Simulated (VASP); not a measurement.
# BaTiO3 (P4mm) in VASP: further runs

The runs below take BaTiO3 through single point, relaxation of cell and atoms, with PBE, r2SCAN, PBEsol.

Everything below comes from runs of VASP 6.6.1. Logs are shortened: lines on timing, memory, paths and dates and some standing lists are left out, and cuts for length are marked.

**1. The cell of the first run**

It takes space group P4mm (No. 99, tetragonal). Conventional cell: a = 3.985 Å, b = 3.985 Å, c = 4.200 Å, α = 90.00°, β = 90.00°, γ = 90.00°. Within 3.7 Å of Ba (site symmetry 4mm) lie 12 O at 2.80 to 2.99 Å and 8 Ti at 3.47 to 3.56 Å. Ti (site symmetry 4mm) has 6 O at 1.81 to 2.39 Å within 2.4 Å. O (site symmetry 2mm) has 2 Ti at 2.00 Å within 2.7 Å. Within 2.4 Å of O (site symmetry 4mm) lie 2 Ti at 1.81 to 2.39 Å.

**2. Single point, PBE**

INCAR reads:

```
SYSTEM = BaTiO3
PREC     = Accurate       ! precision mode
ENCUT    = 520            ! plane-wave cutoff, eV
EDIFF    = 1E-7           ! SCF threshold, eV
ISMEAR   = -1             ! smearing method
SIGMA    = 0.02           ! smearing width, eV
LREAL    = .FALSE.        ! projectors in reciprocal space
LASPH    = .TRUE.         ! aspherical terms in the spheres
NELM     = 100            ! most SCF steps
ALGO     = Normal         ! electronic algorithm
ISIF     = 2              ! what is computed and relaxed
LWAVE    = .FALSE.        ! write WAVECAR
LCHARG   = .FALSE.        ! write CHGCAR
GGA      = PE             ! functional
NBANDS   = 28             ! bands
```

KPOINTS reads:

```
regular mesh
0
G
  6 6 6
  0 0 0
```

POSCAR reads:

```
BaTiO3
1.0
    3.9854332033      0.0000000000      0.0000000000
    0.0000000000      3.9854332033      0.0000000000
    0.0000000000      0.0000000000      4.2004793553
Ba Ti O
1 1 3
Direct
    0.5000000000      0.5000000000      0.5912589164
    0.0000000000      0.0000000000      0.1084205195
    0.0000000000      0.5000000000      0.0602530009
    0.5000000000      0.0000000000      0.0602530009
    0.0000000000      0.0000000000      0.5398115523
```

Potentials or basis: VASP PAW PBE potentials, release 64 (Ba_sv, Ti_sv, O).

Launch:

```bash
> cat potpaw_PBE.64/Ba_sv/POTCAR potpaw_PBE.64/Ti_sv/POTCAR potpaw_PBE.64/O/POTCAR > POTCAR
> mpirun -np 1 vasp_std > vasp.out
```

OUTCAR:

```text
SYSTEM = BaTiO3
   PREC = Accurate
   ENCUT = 520
   EDIFF = 1E-7
   ISMEAR = -1
   LREAL = .FALSE.
   LASPH = .TRUE.
   NELM = 100
   ISIF = 2
   GGA = PE

 ion  position               nearest neighbor table
   1  0.500  0.500  0.591-   3 2.80   4 2.80   4 2.80   3 2.80   5 2.83   5 2.83   5 2.83   5 2.83
                             3 2.99   4 2.99   3 2.99   4 2.99   2 3.47   2 3.47   2 3.47   2 3.47
   2  0.000  0.000  0.108-   5 1.81   4 2.00   3 2.00   3 2.00   4 2.00   5 2.39   1 3.47   1 3.47
                             1 3.47   1 3.47   1 3.56   1 3.56   1 3.56   1 3.56
   3  0.000  0.500  0.060-   2 2.00   2 2.00   1 2.80   1 2.80   1 2.99   1 2.99
   4  0.500  0.000  0.060-   2 2.00   2 2.00   1 2.80   1 2.80   1 2.99   1 2.99
   5  0.000  0.000  0.540-   2 1.81   2 2.39   1 2.83   1 2.83   1 2.83   1 2.83

  LATTYP: Found a simple tetragonal cell.
 ALAT       =     3.9854332033
 C/A-ratio  =     1.0539580369

  Lattice vectors:

 A1 = (   3.9854332033,   0.0000000000,   0.0000000000)
 A2 = (   0.0000000000,   3.9854332033,   0.0000000000)
 A3 = (   0.0000000000,   0.0000000000,   4.2004793553)

Analysis of symmetry for initial positions (statically):
=====================================================================
 Subroutine PRICEL returns:
 Original cell was already a primitive cell.

 Routine SETGRP: Setting up the symmetry group for a
 simple tetragonal supercell.

 Subroutine GETGRP returns: Found  8 space group operations
 (whereof  8 operations were pure point group operations)
 out of a pool of 16 trial point group operations.

The static configuration has the point symmetry C_4v.

Analysis of symmetry for dynamics (positions and initial velocities):
=====================================================================
 Subroutine PRICEL returns:
 Original cell was already a primitive cell.

 Routine SETGRP: Setting up the symmetry group for a
 simple tetragonal supercell.

 Subroutine GETGRP returns: Found  8 space group operations
 (whereof  8 operations were pure point group operations)
 out of a pool of 16 trial point group operations.

The dynamic configuration has the point symmetry C_4v.

 Subroutine INISYM returns: Found  8 space group operations
 (whereof  8 operations are pure point group operations),
 and found     1 'primitive' translations

----------------------------------------------------------------------------------------
[... 99 lines left out ...]
   EDIFF  = 0.1E-06   stopping-criterion for ELM
   LREAL  =      F    real-space projection
   EDIFFG = 0.1E-05   stopping-criterion for IOM
   NSW    =      0    number of steps for IOM
   IBRION =     -1    ionic relax: 0-MD 1-quasi-New 2-CG
   NFREE  =      0    steps in history (QN), initial steepest desc. (CG)
   ISIF   =      2    stress and relaxation
   ISYM   =      2    0-nonsym 1-usesym 2-fastsym
   POTIM  = 0.5000    time-step for ionic-motion
   TEBEG  =    0.0;   TEEND  =   0.0 temperature during run
   PSTRESS=    0.0 pullay stress
   NELECT =      40.0000    total number of electrons
   NUPDOWN=      -1.0000    fix difference up-down
   EMIN   =  10.00;   EMAX   =-10.00  energy-range for DOS
   EFERMI =   0.00;   METHOD = LEGACY
   ISMEAR =    -1;   SIGMA  =   0.02  broadening in eV -4-tet -1-fermi 0-gaus
   EFERMI_NEDOS =   21; number of points for ismear=-14 and -15
   IALGO  =     38    algorithm
   IMIX   =      4    mixing-type and parameters
     AMIX     =   0.40;   BMIX     =  1.00
     AMIX_MAG =   1.60;   BMIX_MAG =  1.00
  volume/ion in A,a.u.               =      13.34        90.05
  Fermi-wavevector in a.u.,A,eV,Ry     =   1.380421  2.608617 25.926742  1.905562
  Thomas-Fermi vector in A             =   2.505300
   LORBIT       =      0    0 simple, 1 ext, 2 COOP (PROOUT), +10 PAW based schemes
   GGA     = PE    functional components
   LHFCALC =     F    Hartree Fock is set to
   AEXX    =    0.0000 exact exchange contribution
   IVDW    =     0    specifies the selected vdW correction
   LEPSILON=     F    determine dielectric tensor
   LRPA    =     F    only Hartree local field effects (RPA)
 non-spin polarized calculation
  energy-cutoff  :      520.00
  volume of cell :       66.72
 maximum number of plane-waves:      1828
 NGX is ok and might be reduce to    30
   NGX = 15   NGY = 15   NGZ = 15

 number of electron      39.9999982 magnetization

 Free energy of the ion-electron system (eV)
  ---------------------------------------------------
  ext. energy  EPLUGINS =         0.00000000
  ---------------------------------------------------
  free energy    TOTEN  =       -40.04016172 eV

  energy without entropy =      -40.04016172  energy(sigma->0) =      -40.04016172

 E-fermi :   4.2783     XC(G=0): -11.0245

 val. band max:        3.7474233625   @ k =   0.5000   0.5000   0.5000
 cond. band min:       5.5361908156   @ k =   0.0000   0.0000   0.0000
 fundamental gap:      1.7887674531
 Fermi energy:         4.2783448689

 k-point     1 :       0.0000    0.0000    0.0000
  band No.  band energies     occupation
      1     -52.9031      2.00000
      2     -29.2391      2.00000
      3     -29.1004      2.00000
      4     -29.1004      2.00000
      5     -21.4419      2.00000
      6     -13.2689      2.00000
[... 733 lines left out ...]
     27      11.3640      0.00000
     28      12.6883      0.00000

 [... further k-points ...]

------------------------ aborting loop because EDIFF is reached ----------------------------------------

  FORCE on cell =-STRESS in cart. coord.  units (eV):
  Direction    XX          YY          ZZ          XY          YZ          ZX
  --------------------------------------------------------------------------------------
  -------------------------------------------------------------------------------------
  Total        0.6580405      0.6580405      0.6898926      0.0000000      0.0000000      0.0000000
  in kB       15.8020450     15.8020450     16.5669353      0.0000000      0.0000000      0.0000000
  external PRESSURE =      16.0570084 kB  Pullay stress =       0.0000000 kB

 VOLUME and BASIS-vectors are now :
 -----------------------------------------------------------------------------
  energy-cutoff  :      520.00
  volume of cell :       66.72
      direct lattice vectors                 reciprocal lattice vectors
     3.985433203  0.000000000  0.000000000     0.250913752  0.000000000  0.000000000
     0.000000000  3.985433203  0.000000000     0.000000000  0.250913752  0.000000000
     0.000000000  0.000000000  4.200479355     0.000000000  0.000000000  0.238068067

 POSITION                                       TOTAL-FORCE (eV/Angst)
 -----------------------------------------------------------------------------------
      1.99272      1.99272      2.48357         0.000000      0.000000     -0.049968
      0.00000      0.00000      0.45542         0.000000     -0.000000     -0.081898
      0.00000      1.99272      0.25309         0.000000     -0.000000      0.024209
      1.99272      0.00000      0.25309         0.000000     -0.000000      0.024209
      0.00000      0.00000      2.26747         0.000000     -0.000000      0.083449
 -----------------------------------------------------------------------------------
    total drift:                                0.000000     -0.000000     -0.000003

  FREE ENERGIE OF THE ION-ELECTRON SYSTEM (eV)
  ---------------------------------------------------
  free  energy   TOTEN  =       -40.0401617199 eV

  energy  without entropy=      -40.0401617199  energy(sigma->0) =      -40.04016172
```

OSZICAR:

```text
N       E                     dE             d eps       ncg     rms          rms(c)
DAV:   1     0.427396261118E+03    0.42740E+03   -0.19410E+04  2240   0.150E+03
DAV:   2    -0.361977913651E+01   -0.43102E+03   -0.41090E+03  2552   0.421E+02
DAV:   3    -0.489542690325E+02   -0.45334E+02   -0.44943E+02  3192   0.134E+02
DAV:   4    -0.506888519917E+02   -0.17346E+01   -0.17305E+01  3304   0.236E+01
DAV:   5    -0.507156407034E+02   -0.26789E-01   -0.26780E-01  3056   0.266E+00    0.233E+01
DAV:   6    -0.403022547524E+02    0.10413E+02   -0.56530E+01  3288   0.673E+01    0.102E+01
DAV:   7    -0.402352141413E+02    0.67041E-01   -0.11770E+01  3020   0.254E+01    0.708E+00
DAV:   8    -0.400412368135E+02    0.19398E+00   -0.62218E-01  2720   0.714E+00    0.378E+00
DAV:   9    -0.400716740552E+02   -0.30437E-01   -0.42471E-01  3248   0.585E+00    0.171E+00
DAV:  10    -0.400442834430E+02    0.27391E-01   -0.15261E-01  2792   0.387E+00    0.570E-01
DAV:  11    -0.400408334199E+02    0.34500E-02   -0.13660E-02  3128   0.958E-01    0.250E-01
DAV:  12    -0.400401456600E+02    0.68776E-03   -0.34800E-03  2640   0.402E-01    0.402E-02
DAV:  13    -0.400401889047E+02   -0.43245E-04   -0.22490E-04  2700   0.118E-01    0.448E-02
DAV:  14    -0.400401604574E+02    0.28447E-04   -0.85422E-05  2720   0.958E-02    0.120E-02
DAV:  15    -0.400401618568E+02   -0.13995E-05   -0.15260E-05  3296   0.304E-02    0.396E-03
DAV:  16    -0.400401619998E+02   -0.14301E-06   -0.16097E-06  2804   0.106E-02    0.428E-03
DAV:  17    -0.400401616953E+02    0.30456E-06   -0.10297E-06  2828   0.969E-03    0.802E-04
DAV:  18    -0.400401617199E+02   -0.24583E-07   -0.65288E-08  1688   0.244E-03
   1 F= -.40040162E+02 E0= -.40040162E+02  d E =-.333411E-13
```

Wall time 54 s (1 thread of Intel Xeon 6975P-C (Granite Rapids), shared host); peak memory 0.22 GiB.

Results:

```yaml
Free_energy: -40.0402 eV
Pressure: 1.6 GPa
Largest_force: 0.083 eV/Å
Band_gap_on_the_k_mesh: 1.79 eV, indirect (least direct gap 2.35 eV)
```

Forces on the atoms (eV/Å):
```
Ba   0.000  0.000 -0.050
Ti   0.000  0.000 -0.082
O    0.000  0.000  0.024
O    0.000  0.000  0.024
O    0.000  0.000  0.083
```

Caveat: spin-orbit coupling is left out, which moves the levels of the heavy elements. A k mesh can miss the band edges.

**3. Single point, r2SCAN**

This run uses another cell than the first one, of 12.98 Å³/atom, 0.973 times its volume.

POSCAR reads:

```
BaTiO3
1.0
    3.9720350377      0.0000000000      0.0000000000
    0.0000000000      3.9720350377      0.0000000000
    0.0000000000      0.0000000000      4.1130046808
Ba Ti O
1 1 3
Direct
    0.5000000000      0.5000000000      0.5850405720
    0.0000000000      0.0000000000      0.1031610780
    0.0000000000      0.5000000000      0.0629129854
    0.5000000000      0.0000000000      0.0629129854
    0.0000000000      0.0000000000      0.5459693693
```

INCAR.step1 reads:

```
PREC = Accurate ; ENCUT = 520
ISMEAR = -1 ; SIGMA = 0.02
LREAL = F ; LASPH = T
NELM = 80 ; NBANDS = 28
GGA = PE ; ALGO = Normal
EDIFF = 1E-4 ; LWAVE = T
LCHARG = F
```

INCAR.step2 reads:

```
PREC = Accurate ; ENCUT = 520
EDIFF = 1E-6 ; ISMEAR = -1
SIGMA = 0.02 ; LREAL = F
LASPH = T ; NELM = 80
ALGO = Normal ; ISIF = 2
LWAVE = F ; LCHARG = F
METAGGA = R2SCAN ; LMIXTAU = T
NBANDS = 28 ; ISTART = 1
```

KPOINTS reads:

```
Automatic mesh
0
Gamma
  6 6 6
```

Potentials or basis: VASP PAW PBE potentials, release 64 (Ba_sv, Ti_sv, O).

Launch:

```bash
> cat potpaw_PBE.64/Ba_sv/POTCAR potpaw_PBE.64/Ti_sv/POTCAR potpaw_PBE.64/O/POTCAR > POTCAR
> cp INCAR.step1 INCAR
> mpirun -np 1 vasp_std > vasp.out
> cp INCAR.step2 INCAR
> mpirun -np 1 vasp_std > vasp.out
```

OUTCAR:

```text
PREC = Accurate
   ENCUT = 520
   EDIFF = 1E-6
   ISMEAR = -1
   LREAL = F
   LASPH = T
   NELM = 80
   ISIF = 2
   METAGGA = R2SCAN
   ISTART = 1

 ion  position               nearest neighbor table
   1  0.500  0.500  0.585-   3 2.79   4 2.79   4 2.79   3 2.79   5 2.81   5 2.81   5 2.81   5 2.81
                             3 2.93   4 2.93   3 2.93   4 2.93   2 3.44   2 3.44   2 3.44   2 3.44
   2  0.000  0.000  0.103-   5 1.82   4 1.99   3 1.99   3 1.99   4 1.99   5 2.29   1 3.44   1 3.44
                             1 3.44   1 3.44   1 3.53   1 3.53   1 3.53   1 3.53
[... 952 lines left out ...]
  -------------------------------------------------------------------------------------
  Total        0.7640609      0.7640609      0.8306084      0.0000000      0.0000000      0.0000000
  in kB       18.8648446     18.8648446     20.5079168      0.0000000      0.0000000      0.0000000
  external PRESSURE =      19.4125353 kB  Pullay stress =       0.0000000 kB

 VOLUME and BASIS-vectors are now :
 -----------------------------------------------------------------------------
  energy-cutoff  :      520.00
  volume of cell :       64.89
      direct lattice vectors                 reciprocal lattice vectors
     3.972035038  0.000000000  0.000000000     0.251760116  0.000000000  0.000000000
     0.000000000  3.972035038  0.000000000     0.000000000  0.251760116  0.000000000
     0.000000000  0.000000000  4.113004681     0.000000000  0.000000000  0.243131257

 POSITION                                       TOTAL-FORCE (eV/Angst)
 -----------------------------------------------------------------------------------
      1.98602      1.98602      2.40627         0.000000     -0.000000     -0.030038
      0.00000      0.00000      0.42430         0.000000      0.000000     -0.166636
      0.00000      1.98602      0.25876         0.000000      0.000000      0.017677
      1.98602      0.00000      0.25876         0.000000      0.000000      0.017677
      0.00000      0.00000      2.24557        -0.000000      0.000000      0.161320
 -----------------------------------------------------------------------------------
    total drift:                                0.000000      0.000000      0.011009

  FREE ENERGIE OF THE ION-ELECTRON SYSTEM (eV)
  ---------------------------------------------------
  free  energy   TOTEN  =       -74.2593396269 eV

  energy  without entropy=      -74.2593396269  energy(sigma->0) =      -74.25933963
```

OUTCAR.step1:

```text
PREC = Accurate
   ENCUT = 520
   ISMEAR = -1
   LREAL = F
   LASPH = T
[... 978 lines left out ...]
      0.00000      0.00000      0.42430         0.000000     -0.000000     -0.140156
      0.00000      1.98602      0.25876         0.000000     -0.000000     -0.025486
      1.98602      0.00000      0.25876         0.000000     -0.000000     -0.025486
      0.00000      0.00000      2.24557        -0.000000      0.000000      0.210989
 -----------------------------------------------------------------------------------
    total drift:                                0.000000      0.000000      0.003671

  FREE ENERGIE OF THE ION-ELECTRON SYSTEM (eV)
  ---------------------------------------------------
  free  energy   TOTEN  =       -40.0081588273 eV

  energy  without entropy=      -40.0081588273  energy(sigma->0) =      -40.00815883
```

Run time: 2.5 min. Hardware: 1 thread of Intel Xeon 6975P-C (Granite Rapids), shared host; peak memory 0.22 GiB.

Results:

```yaml
Free_energy: -74.2593 eV
Pressure: 1.9 GPa
Largest_force: 0.167 eV/Å
Band_gap_on_the_k_mesh: 2.21 eV, indirect (least direct gap 2.71 eV)
```

Forces on the atoms (eV/Å):
```
Ba   0.000  0.000 -0.030
Ti   0.000  0.000 -0.167
O    0.000  0.000  0.018
O    0.000  0.000  0.018
O    0.000  0.000  0.161
```

Stress tensor (GPa, compression positive):
```
1.89 0.00 0.00
0.00 1.89 0.00
0.00 0.00 2.05
```

Caveat: the PAW data sets were made with another functional, which shifts forces and pressure a little; spin-orbit coupling is left out, which moves the levels of the heavy elements. r2SCAN opens gaps a little over a GGA but as a rule still falls short of measured ones.

**4. Single point, r2SCAN**

This run uses another cell than the first one, of 12.98 Å³/atom, 0.973 times its volume.

POSCAR is that of step 3.

INCAR.step1 reads:

```
PREC = Accurate
ENCUT = 520
ISMEAR = 0
SIGMA = 0.01
LREAL = False
LASPH = True
NELM = 80
NBANDS = 28
GGA = PE
ALGO = Normal
EDIFF = 1E-4
LWAVE = True
LCHARG = False
```

INCAR.step2 reads:

```
PREC = Accurate
ENCUT = 520
EDIFF = 1E-6
ISMEAR = 0
SIGMA = 0.01
LREAL = False
LASPH = True
NELM = 80
ALGO = Normal
ISIF = 2
LWAVE = False
LCHARG = True
METAGGA = R2SCAN
LMIXTAU = True
LELF = True
LVHAR = True
NBANDS = 28
ISTART = 1
```

KPOINTS reads:

```
regular mesh
0
Gamma
  6 6 6
```

Launch:

```bash
> cat potpaw_PBE.64/Ba_sv/POTCAR potpaw_PBE.64/Ti_sv/POTCAR potpaw_PBE.64/O/POTCAR > POTCAR
> cp INCAR.step1 INCAR
> mpirun -np 1 vasp_std > vasp.out
> cp INCAR.step2 INCAR
> mpirun -np 1 vasp_std > vasp.out
```

It took 2.4 min on 1 thread of Intel Xeon 6975P-C (Granite Rapids), shared host; peak memory 0.22 GiB.

It converged, with:

```yaml
Free_energy: -74.2593 eV
Pressure: 1.9 GPa
Largest_force: 0.167 eV/Å
Band_gap_on_the_k_mesh: 2.21 eV, indirect (least direct gap 2.71 eV)
```

Forces on the atoms (eV/Å):
```
Ba   0.000  0.000 -0.030
Ti   0.000  0.000 -0.167
O    0.000  0.000  0.018
O    0.000  0.000  0.018
O    0.000  0.000  0.161
```

Stress tensor (GPa, compression positive):
```
1.89 0.00 0.00
0.00 1.89 0.00
0.00 0.00 2.05
```

Levels at points of the mesh, in eV from the valence-band top:
```tsv
k point	band 16	band 17	band 18	band 19	band 20	band 21	band 22	band 23	band 24	band 25
(0.00, 0.00, 0.00)	-1.61	-1.32	-0.73	-0.50	-0.50	2.21	2.69	2.69	4.38	4.56
(0.50, 0.00, 0.00)	-2.01	-1.95	-1.72	-1.41	-1.22	2.79	3.90	3.98	4.46	6.14
(0.50, 0.50, 0.00)	-2.96	-2.02	-1.13	-1.13	-0.07	4.01	4.01	4.39	4.77	8.12
(0.00, 0.00, 0.50)	-2.13	-2.05	-2.03	-0.76	-0.76	2.35	3.91	3.91	4.37	6.41
(0.50, 0.00, 0.50)	-2.69	-1.87	-1.10	-1.04	-0.42	3.92	3.94	4.25	5.25	7.83
(0.50, 0.50, 0.50)	-2.60	-2.60	-0.34	-0.34	0.00	4.50	4.50	4.59	6.83	7.19
```

Caveat: the PAW data sets were made with another functional, which shifts forces and pressure a little; spin-orbit coupling is left out, which moves the levels of the heavy elements. A k mesh can miss the band edges.

(Part 1 of 2 ends here.)
